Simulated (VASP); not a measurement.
A run of VASP 6.6.1 is set up as follows.

The input INCAR:

```
PREC = Accurate
ENCUT = 520
EDIFF = 1E-7
ISMEAR = 0
SIGMA = 0.02
LREAL = False
LASPH = True
NELM = 100
ALGO = Normal
ISIF = 2
LWAVE = False
LCHARG = False
NBANDS = 15
```

Contents of KPOINTS:

```
Automatic mesh
0
Gamma
  6 6 6
```

File POSCAR:

```
SrO
1.0
    0.0000000000      2.5323443919      2.5323443919
    2.5323443919      0.0000000000      2.5323443919
    2.5323443919      2.5323443919      0.0000000000
Sr O
1 1
Direct
    0.0000000000      0.0000000000      0.0000000000
    0.5000000000      0.5000000000      0.5000000000
```

Potentials or basis: VASP PAW LDA potentials, release 64 (Sr_sv, O).

Command:

```sh
$ cat potpaw_LDA.64/Sr_sv/POTCAR potpaw_LDA.64/O/POTCAR > POTCAR
$ mpirun -np 1 vasp_std > vasp.out
```

Estimate the band gap on the k mesh.

3.06 eV, indirect (least direct gap 3.11 eV).

Predict the pressure.

0.8 GPa.

A k mesh can miss the band edges. LDA gaps usually lie below the measured ones, often by a third to a half.
